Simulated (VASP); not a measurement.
Wanted: the native input for a VASP 6.6.1 run.

| Property | Result |
| --- | --- |
| Task | single point |
| Functional | PBE |
| Potentials or basis | VASP PAW PBE potentials, release 64 (Sb, C) |
| Cutoff | 520 eV |
| k mesh | 6 × 6 × 4 |
| Occupations | gaussian, width 0.1 eV |
| Spin | no spin polarisation |
| Dipole correction | no |
| Further INCAR settings | ALGO = Normal; EDIFF = 1e-06; NBANDS = 22 |

The structure of SbC2 lies in POSCAR:

```
SbC2
1.0
    2.1687995216     -1.7035290766     -2.7600804685
    1.7013542283     -2.1672650393      2.7616779802
   -3.8374079287     -3.8363922310      0.6346906130
Sb C
2 4
Direct
    0.4999995066      0.4999965610      0.5000001133
    1.0000024707     -0.0000033038      1.0000015759
    0.8715768075     -0.0139113059      0.5704059258
    0.5139193826      0.6284174628      1.0704268281
    0.1284223582      1.0139217528      0.4295884208
    0.4860794743      0.3715788331      0.9295771360
```

One way to write it, as run:

INCAR

```
  PREC = Accurate
  ENCUT = 520
  EDIFF = 1E-6
  ISMEAR = 0
  SIGMA = 0.1
  LREAL = False
  LASPH = True
  NELM = 80
  ALGO = Normal
  ISIF = 2
  LWAVE = False
  LCHARG = True
  GGA = PE
  LELF = True
  LVHAR = True
  NBANDS = 22
```

KPOINTS

```
regular mesh
0
Gamma
  6 6 4
```

Potentials or basis: VASP PAW PBE potentials, release 64 (Sb, C).

Command:

```sh
$ cat potpaw_PBE.64/Sb/POTCAR potpaw_PBE.64/C/POTCAR > POTCAR
$ mpirun -np 1 vasp_std > vasp.out
```

It gave:

```
Pressure               : 0.0 GPa
Largest force          : 0.062 eV/Å
Band gap on the k mesh : zero (band 13 reaches 10.06 eV, above the bottom of band 14 at 6.88 eV)
```

Caveat: spin-orbit coupling is left out, which moves the levels of the heavy elements.

Wall time 71 s on 1 thread of Intel(R) Xeon(R) 6975P-C (Granite Rapids), with other jobs on the host, peak memory 0.26 GiB.
